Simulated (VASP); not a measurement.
HfC4:

```
CELL_PARAMETERS angstrom
-3.20263 3.20263 1.31453
3.20263 -3.20263 1.31453
3.20263 3.20263 -1.31453
ATOMIC_POSITIONS crystal
Hf 0.00000 0.00000 0.00000
C 0.72021 0.27979 0.00000
C 0.72021 0.72021 0.44042
C 0.27979 0.72021 0.00000
C 0.27979 0.27979 0.55958
```

- Program: VASP 6.6.1
- Task: relaxation of cell and atoms
- Functional: PBE
- Potentials or basis: VASP PAW PBE potentials, release 64 (Hf_pv, C)
- Cutoff: 600 eV
- k mesh: 12 × 12 × 12
- Occupations: gaussian, width 0.1 eV
- Spin: no spin polarisation

At the start: pressure -1.7 GPa; volume 10.79 Å³/atom.

Task: Where does the relaxation end?

Result: Over 6 steps the energy falls by 4.2 meV/atom and the volume is 10.70 Å³/atom (-0.8 %); space group I4/mmm (No. 139, to 0.05 Å).

Step by step:
| step | energy change (eV) | largest force (eV/Å) | pressure (GPa) | volume (Å³) |
| --- | --- | --- | --- | --- |
| 1 | 0.0000 | 0.5440 | -1.70 | 53.93 |
| 2 | 0.0073 | 0.4346 | 4.71 | 53.04 |
| 3 | -0.0157 | 0.1084 | 1.08 | 53.53 |
| 4 | -0.0156 | 0.1366 | -1.84 | 53.77 |
| 5 | -0.0207 | 0.0121 | -0.39 | 53.65 |
| 6 | -0.0210 | 0.0057 | -0.03 | 53.49 |

Final structure:
```cif
data_structure
_symmetry_space_group_name_H-M 'P 1'
_symmetry_Int_Tables_number 1
_cell_length_a 4.6969
_cell_length_b 4.6969
_cell_length_c 4.6969
_cell_angle_alpha 94.501
_cell_angle_beta 94.501
_cell_angle_gamma 147.465
_cell_volume 53.49
loop_
_atom_site_label
_atom_site_type_symbol
_atom_site_fract_x
_atom_site_fract_y
_atom_site_fract_z
_atom_site_occupancy
Hf1 Hf 0.00000 0.00000 0.00000 1
C1 C 0.72218 0.27782 0.00000 1
C2 C 0.72218 0.72218 0.44436 1
C3 C 0.27782 0.72218 0.00000 1
C4 C 0.27782 0.27782 0.55564 1
```
